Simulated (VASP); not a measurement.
Input of a VASP 6.6.1 run:

File POSCAR:

```
PbSe
1.0
    0.0000000000      3.0620000000      3.0620000000
    3.0620000000      0.0000000000      3.0620000000
    3.0620000000      3.0620000000      0.0000000000
Pb Se
1 1
Direct
    0.0000000000      0.0000000000      0.0000000000
    0.5000000000      0.5000000000      0.5000000000
```

File INCAR.step1:

```
SYSTEM = PbSe
ALGO     = Normal         ! electronic algorithm
EDIFF    = 1E-4           ! SCF threshold, eV
ENCUT    = 520            ! plane-wave cutoff, eV
GGA      = PE             ! functional
GGA_COMPAT= .False.      
ISMEAR   = 0              ! smearing method
LASPH    = .True.         ! aspherical terms in the spheres
LCHARG   = .False.        ! write CHGCAR
LREAL    = .False.        ! projectors in reciprocal space
LSORBIT  = .True.         ! spin-orbit coupling
LWAVE    = .True.         ! write WAVECAR
MAGMOM   = 0 0 0 0 0 0    ! initial moments
NBANDS   = 32             ! bands
NELM     = 150            ! most SCF steps
PREC     = Accurate       ! precision mode
SIGMA    = 0.03           ! smearing width, eV
```

INCAR.step2

```
SYSTEM = PbSe
ALGO     = Normal         ! electronic algorithm
EDIFF    = 1E-6           ! SCF threshold, eV
ENCUT    = 520            ! plane-wave cutoff, eV
GGA_COMPAT= .False.      
ISIF     = 2              ! what is computed and relaxed
ISMEAR   = 0              ! smearing method
ISTART   = 1            
LASPH    = .True.         ! aspherical terms in the spheres
LCHARG   = .True.         ! write CHGCAR
LMIXTAU  = .True.       
LORBIT   = 11             ! projections on sites
LORBMOM  = .True.       
LREAL    = .False.        ! projectors in reciprocal space
LSORBIT  = .True.         ! spin-orbit coupling
LVHAR    = .True.       
LWAVE    = .False.        ! write WAVECAR
MAGMOM   = 0 0 0 0 0 0    ! initial moments
METAGGA  = R2SCAN         ! meta-GGA
NBANDS   = 32             ! bands
NELM     = 150            ! most SCF steps
PREC     = Accurate       ! precision mode
SIGMA    = 0.03           ! smearing width, eV
```

The input KPOINTS:

```
k-points
0
Gamma
  10 10 10
  0 0 0
```

Potentials or basis: VASP PAW PBE potentials, release 64 (Pb_d, Se).

The run is started by

```bash
$ cat potpaw_PBE.64/Pb_d/POTCAR potpaw_PBE.64/Se/POTCAR > POTCAR
$ cp INCAR.step1 INCAR
$ mpirun -np 1 vasp_ncl > vasp.out
$ cp INCAR.step2 INCAR
$ mpirun -np 1 vasp_ncl > vasp.out
```

Problem. What does it give for the pressure?

Solution. 1.2 GPa.

Problem. What does it give for the net moment?

Solution. 0.00 μB per cell.

Moments on the atoms (μB; x, y, z):
```
Pb  0.00 0.00 0.00
Se  0.00 0.00 0.00
```

Caveat: the PAW data sets were made with another functional, which shifts forces and pressure a little.
